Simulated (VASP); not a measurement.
# AlN (P3m1) in VASP: a series of runs, part 2 of 2

VASP 6.6.1. The steps go on from the part before.

### 3 Single point, PBE

File INCAR:

```
ALGO     = Normal         # electronic algorithm
EDIFF    = 1E-6           # SCF threshold, eV
ENCUT    = 600            # plane-wave cutoff, eV
GGA      = PE             # functional
GGA_COMPAT= F            
ISIF     = 2              # what is computed and relaxed
ISMEAR   = 0              # smearing method
LASPH    = T              # aspherical terms in the spheres
LCHARG   = F              # write CHGCAR
LREAL    = F              # projectors in reciprocal space
LWAVE    = F              # write WAVECAR
NBANDS   = 16             # bands
NELM     = 120            # most SCF steps
PREC     = Accurate       # precision mode
SIGMA    = 0.01           # smearing width, eV
```

File KPOINTS:

```
k-points
0
Gamma
  12 12 4
```

File POSCAR:

```
AlN
1.0
    3.1130000000      0.0000000000      0.0000000000
   -1.5565000000      2.6959370000      0.0000000000
    0.0000000000      0.0000000000      4.9810000000
Al N
2 2
Direct
    0.3333333333      0.6666666667      0.0000000000
    0.6666666667      0.3333333333      0.5000000000
    0.3333333333      0.6666666667      0.3800000000
    0.6666666667      0.3333333333      0.8599237101
```

Potentials or basis: VASP PAW PBE potentials, release 64 (Al, N).

On the command line:

```sh
> cat potpaw_PBE.64/Al/POTCAR potpaw_PBE.64/N/POTCAR > POTCAR
> mpirun -np 1 vasp_std > vasp.out
```

OUTCAR:

```text
EDIFF = 1E-6
   ENCUT = 600
   GGA = PE
   ISIF = 2
   ISMEAR = 0
   LASPH = T
   LREAL = F
   NELM = 120
   PREC = Accurate

 ion  position               nearest neighbor table
   1  0.333  0.667  0.000-   3 1.89   4 1.93   4 1.93   4 1.93   2 3.07   2 3.07   2 3.07   2 3.07
                             2 3.07   2 3.07
   2  0.667  0.333  0.500-   4 1.79   3 1.89   3 1.89   3 1.89   1 3.07   1 3.07   1 3.07   1 3.07
                             1 3.07   1 3.07
   3  0.333  0.667  0.380-   1 1.89   2 1.89   2 1.89   2 1.89
[... 652 lines left out ...]
     16      18.7816      0.00000

 [... further k-points ...]
[... 5 lines left out ...]
  --------------------------------------------------------------------------------------
  -------------------------------------------------------------------------------------
  Total        0.2465419      0.2465418      2.9624082     -0.0000000     -0.0000000      0.0000000
  in kB        9.4492172      9.4492166    113.5403116     -0.0000000     -0.0000000      0.0000000
  external PRESSURE =      44.1462485 kB  Pullay stress =       0.0000000 kB

 VOLUME and BASIS-vectors are now :
 -----------------------------------------------------------------------------
  energy-cutoff  :      600.00
  volume of cell :       41.80
      direct lattice vectors                 reciprocal lattice vectors
     3.113000000  0.000000000  0.000000000     0.321233537  0.185464275  0.000000000
    -1.556500000  2.695937000  0.000000000     0.000000000  0.370928549  0.000000000
     0.000000000  0.000000000  4.981000000     0.000000000  0.000000000  0.200762899

 POSITION                                       TOTAL-FORCE (eV/Angst)
 -----------------------------------------------------------------------------------
     -0.00000      1.79729      0.00000         0.000000      0.000000     -0.784168
      1.55650      0.89865      2.49050         0.000000      0.000000     -1.218054
     -0.00000      1.79729      1.89278        -0.000000     -0.000000     -0.572130
      1.55650      0.89865      4.28328         0.000000      0.000000      2.574353
 -----------------------------------------------------------------------------------
    total drift:                                0.000000     -0.000000      0.000763

  FREE ENERGIE OF THE ION-ELECTRON SYSTEM (eV)
  ---------------------------------------------------
  free  energy   TOTEN  =       -29.6463682319 eV

  energy  without entropy=      -29.6463682319  energy(sigma->0) =      -29.64636823
```

OSZICAR:

```text
N       E                     dE             d eps       ncg     rms          rms(c)
DAV:   1     0.476573762488E+02    0.47657E+02   -0.79475E+03  2208   0.101E+03
DAV:   2    -0.304706035533E+02   -0.78128E+02   -0.71668E+02  3064   0.207E+02
DAV:   3    -0.344381433258E+02   -0.39675E+01   -0.39550E+01  2880   0.498E+01
DAV:   4    -0.344629905688E+02   -0.24847E-01   -0.24846E-01  2688   0.420E+00
DAV:   5    -0.344633120329E+02   -0.32146E-03   -0.32146E-03  2936   0.477E-01    0.122E+01
DAV:   6    -0.296313907474E+02    0.48319E+01   -0.10796E+01  2784   0.251E+01    0.417E+00
DAV:   7    -0.296593968682E+02   -0.28006E-01   -0.73011E-01  2360   0.605E+00    0.294E+00
DAV:   8    -0.296504638198E+02    0.89330E-02   -0.60226E-02  2712   0.238E+00    0.526E-01
DAV:   9    -0.296458471962E+02    0.46166E-02   -0.11416E-02  3072   0.806E-01    0.244E-01
DAV:  10    -0.296464583157E+02   -0.61112E-03   -0.23623E-03  2512   0.311E-01    0.128E-01
DAV:  11    -0.296463660806E+02    0.92235E-04   -0.20065E-04  2624   0.116E-01    0.346E-02
DAV:  12    -0.296463669015E+02   -0.82090E-06   -0.19126E-05  2752   0.346E-02    0.878E-03
DAV:  13    -0.296463681229E+02   -0.12214E-05   -0.16138E-06  2192   0.105E-02    0.264E-03
DAV:  14    -0.296463682319E+02   -0.10897E-06   -0.28088E-07  1280   0.424E-03
   1 F= -.29646368E+02 E0= -.29646368E+02  d E =-.227294E-14
```

stdout:

```text
POSCAR found type information on POSCAR AlN
 POSCAR found :  2 types and       4 ions
 scaLAPACK will be used
 LDA part: xc-table for (Slater+PW92), standard interpolation
 POSCAR, INCAR and KPOINTS ok, starting setup
 FFT: planning ... GRIDC
 FFT: planning ... GRID_SOFT
 FFT: planning ... GRID
 WAVECAR not read
 entering main loop
```

Wall time 30 s (1 thread of Intel Xeon 6975P-C (Granite Rapids), shared host); peak memory 0.19 GiB.

What came out:

- Free energy: -29.6464 eV
- Pressure: 4.4 GPa
- Largest force: 2.574 eV/Å
- Band gap on the k mesh: 4.27 eV, direct

Forces on the atoms (eV/Å):
```
Al   0.000  0.000 -0.784
Al   0.000  0.000 -1.218
N    0.000  0.000 -0.572
N    0.000  0.000  2.574
```

Levels at points of the mesh, in eV from the valence-band top:
```
           k point  band 5  band 6  band 7  band 8  band 9  band 10  band 11  band 12
(0.00, 0.00, 0.00)   -0.68   -0.07    0.00    0.00    4.27     6.75    10.49    11.29
(0.50, 0.00, 0.00)   -3.29   -1.92   -1.77   -0.49    5.77     5.90     8.25    10.46
(0.00, 0.00, 0.50)   -0.44   -0.44   -0.26   -0.26    6.38     6.58     9.90    10.98
(0.50, 0.00, 0.50)   -1.41   -1.39   -1.23   -1.17    5.25     5.47     9.25     9.58
```

Caveat: forces of over 1 eV/Å act on the atoms, so gaps and moduli don't describe the material at rest. A k mesh can miss the band edges.

### 4 Single point, PBE

File INCAR:

```
  PREC = Accurate
  ENCUT = 600
  EDIFF = 1E-6
  ISMEAR = 0
  SIGMA = 0.01
  LREAL = F
  LASPH = T
  NELM = 120
  ALGO = Normal
  ISIF = 2
  LWAVE = F
  LCHARG = F
  GGA = PE
  NBANDS = 16
  GGA_COMPAT = F
```

File KPOINTS:

```
regular mesh
0
Gamma
  12 12 4
```

Edit POSCAR of step 3 so:

```diff
@@ -11,2 +11,2 @@
     0.3333333333      0.6666666667      0.3800000000
-    0.6666666667      0.3333333333      0.8599237101
+    0.6666666667      0.3333333333      0.9000762899
```

On the command line:

```sh
> cat potpaw_PBE.64/Al/POTCAR potpaw_PBE.64/N/POTCAR > POTCAR
> mpirun -np 1 vasp_std > vasp.out
```

Wall time 26 s (1 thread of Intel Xeon 6975P-C (Granite Rapids), shared host); peak memory 0.2 GiB.

The run converged. Its results:

| Property | Result |
| --- | --- |
| Free energy | -29.6962 eV |
| Pressure | 3.7 GPa |
| Largest force | 1.591 eV/Å |
| Band gap on the k mesh | 4.04 eV, direct |

Forces on the atoms (eV/Å):
```
Al   0.000  0.000  0.449
Al   0.000  0.000  0.303
N    0.000  0.000  0.838
N    0.000  0.000 -1.591
```

Stress tensor (GPa, compression positive):
```
5.13 0.00 0.00
0.00 5.13 0.00
0.00 0.00 0.79
```

Levels at points of the mesh, in eV from the valence-band top:
```csv
k point,band 5,band 6,band 7,band 8,band 9,band 10,band 11,band 12
"(0.00, 0.00, 0.00)",-1.07,-0.39,-0.39,0.00,4.04,6.56,10.46,10.99
"(0.50, 0.00, 0.00)",-3.41,-2.27,-1.82,-0.86,5.68,5.73,7.96,10.15
"(0.00, 0.00, 0.50)",-0.83,-0.83,-0.64,-0.64,6.29,6.45,9.65,10.77
"(0.50, 0.00, 0.50)",-1.75,-1.53,-1.51,-1.34,5.08,5.29,8.88,9.13
```

Caveat: forces of over 1 eV/Å act on the atoms, so gaps and moduli don't describe the material at rest.

### 5 Single point, PBE

File INCAR:

```
SYSTEM = AlN
  PREC = Accurate
  ENCUT = 600
  EDIFF = 1E-6
  ISMEAR = 0
  SIGMA = 0.01
  LREAL = .False.
  LASPH = .True.
  NELM = 120
  ALGO = Normal
  ISIF = 2
  LWAVE = .False.
  LCHARG = .False.
  GGA = PE
  NBANDS = 16
  GGA_COMPAT = .False.
```

File KPOINTS:

```
Automatic mesh
0
Gamma
  12 12 4
  0 0 0
```

Edit POSCAR of step 4 so:

```diff
@@ -11,2 +11,2 @@
     0.3333333333      0.6666666667      0.3800000000
-    0.6666666667      0.3333333333      0.9000762899
+    0.6666666667      0.3333333333      0.9201525798
```

On the command line:

```sh
> cat potpaw_PBE.64/Al/POTCAR potpaw_PBE.64/N/POTCAR > POTCAR
> mpirun -np 1 vasp_std > vasp.out
```

It took 24 s on 1 thread of Intel Xeon 6975P-C (Granite Rapids), shared host; peak memory 0.2 GiB.

The run converged. Its results:

```yaml
Free_energy: -29.4734 eV
Pressure: 5.0 GPa
Largest_force: 2.793 eV/Å
Band_gap_on_the_k_mesh: 3.80 eV, direct
```

Forces in eV/Å, atoms in the order of the input:
```
Al   0.000  0.000  0.916
Al   0.000  0.000  0.323
N    0.000  0.000  1.555
N    0.000  0.000 -2.793
```

Stress tensor (GPa, compression positive):
```
 7.85  0.00  0.00
 0.00  7.85  0.00
 0.00  0.00 -0.72
```

Levels at points of the mesh, in eV from the valence-band top:
| k point | band 4 | band 5 | band 6 | band 7 | band 8 | band 9 | band 10 | band 11 | band 12 | band 13 |
| --- | --- | --- | --- | --- | --- | --- | --- | --- | --- | --- |
| (0.00, 0.00, 0.00) | -1.30 | -1.30 | -0.54 | -0.54 | 0.00 | 3.80 | 6.50 | 10.14 | 10.85 | 10.85 |
| (0.50, 0.00, 0.00) | -4.48 | -3.47 | -2.47 | -1.86 | -1.01 | 5.48 | 5.64 | 7.57 | 10.06 | 10.60 |
| (0.00, 0.00, 0.50) | -3.34 | -1.12 | -1.12 | -0.74 | -0.74 | 6.09 | 6.42 | 9.02 | 11.10 | 11.10 |
| (0.50, 0.00, 0.50) | -5.78 | -2.03 | -1.63 | -1.59 | -1.31 | 4.81 | 5.20 | 8.49 | 8.80 | 11.32 |

Caveat: forces of over 1 eV/Å act on the atoms, so gaps and moduli don't describe the material at rest. As with any semilocal functional, this PBE gap is likely too small.
